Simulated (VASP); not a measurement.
Write the native input for VASP 6.6.1 that does the following.

```
Task                   : single point
Functional             : PBE
Potentials or basis    : VASP PAW PBE potentials, release 64 (Pt)
Cutoff                 : 520 eV
k mesh                 : 6 × 6 × 6
Occupations            : gaussian, width 0.1 eV
Spin                   : no spin polarisation
Dipole correction      : no
Further INCAR settings : ALGO = Fast; EDIFF = 1e-06; NBANDS = 17
```

The structure of Pt lies in POSCAR:

```
Pt
1.0
    1.3758527183      0.7943489372      4.9364244819
   -1.3758527183      0.7943489372      4.9364244819
    0.0000000000     -1.5886978746      4.9364244819
Pt
2
Direct
    0.0874473602      0.0874473602      0.0874473602
    0.9125526398      0.9125526398      0.9125526398
```

These files were run (other wordings do the same):

INCAR

```
PREC = Accurate
ENCUT = 520
EDIFF = 1E-6
ISMEAR = 0
SIGMA = 0.1
LREAL = F
LASPH = T
NELM = 100
ALGO = Fast
ISIF = 2
LWAVE = F
LCHARG = F
GGA = PE
NBANDS = 17
```

KPOINTS

```
Automatic mesh
0
Gamma
  6 6 6
```

Potentials or basis: VASP PAW PBE potentials, release 64 (Pt).

Run with:

```sh
$ cat potpaw_PBE.64/Pt/POTCAR > POTCAR
$ mpirun -np 1 vasp_std > vasp.out
```

Results of the run:

* Pressure: -0.7 GPa
* Largest force: 0.012 eV/Å
* Band gap on the k mesh: zero (band 10 reaches 10.67 eV, above the bottom of band 11 at 9.03 eV)

Caveat: the k points lie up to 0.45 Å⁻¹ apart; spin-orbit coupling is left out, which moves the levels of the heavy elements.

Run time: 55 s on 1 thread of Intel(R) Xeon(R) Platinum 8375C CPU @ 2.90GHz (Ice Lake), on a shared host, peak memory 0.24 GiB.
